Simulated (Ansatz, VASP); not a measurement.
LiF in VASP and in Ansatz

Contents of INCAR:

```
PREC = Accurate
ENCUT = 520
EDIFF = 1E-6
ISMEAR = 0
SIGMA = 0.05
LREAL = F
LASPH = T
NELM = 80
ALGO = Normal
ISIF = 2
LWAVE = F
LCHARG = F
NBANDS = 12
```

KPOINTS

```
regular mesh
0
Gamma
  12 12 12
```

Contents of POSCAR:

```
LiF
1.0
    0.0000000000      2.0415924698      1.9599287711
    2.0415924698      0.0000000000      1.9599287711
    2.0415924698      2.0415924698      0.0000000000
Li F
1 1
Direct
    0.0000000000      0.0000000000      0.0000000000
    0.5000000000      0.5000000000      0.5000000000
```

Input for Ansatz:

```yaml
crystal:
  lattice:
    - [0.0, 2.0415924698, 1.9599287711]
    - [2.0415924698, 0.0, 1.9599287711]
    - [2.0415924698, 2.0415924698, 0.0]
  atoms:
    - { symbol: Li, position: [0.0, 0.0, 0.0] }
    - { symbol: F, position: [0.5, 0.5, 0.5] }
basis:
  ecutwfc: 420
kpoints:
  mp_grid: { grid: [12, 12, 12] }
hamiltonian:
  xc: lda
scf:
  occupations: { method: gaussian, width: 0.05 }
output:
  forces: true
  stress: true
  eigenvalues: true
```

Alike in both runs: task single point; functional LDA; k mesh 12 × 12 × 12; occupations gaussian, width 0.05 eV; no spin polarisation.

|  | VASP | Ansatz |
| --- | --- | --- |
| version | VASP 6.6.1 | Ansatz 0.2.0 |
| potentials or method | VASP PAW LDA potentials, release 64 (Li_sv, F), cutoff 520 eV | scalar-relativistic, plane waves, PAW |
| valence electrons in the cell | 10 | 10 |

Ansatz gave:

- gap on the k mesh at the Fermi level (eV): 8.80
- least direct gap on the mesh (eV): 8.80

Question: What did VASP give for the same quantities?

Answer: gap on the k mesh at the Fermi level (eV): 8.79; least direct gap on the mesh (eV): 8.79.

LDA's correlation is that of Perdew and Zunger in VASP and of Perdew and Wang (1992) in Ansatz.

Noted on VASP's run: the cutoff is short for stress, so the pressure is rough.
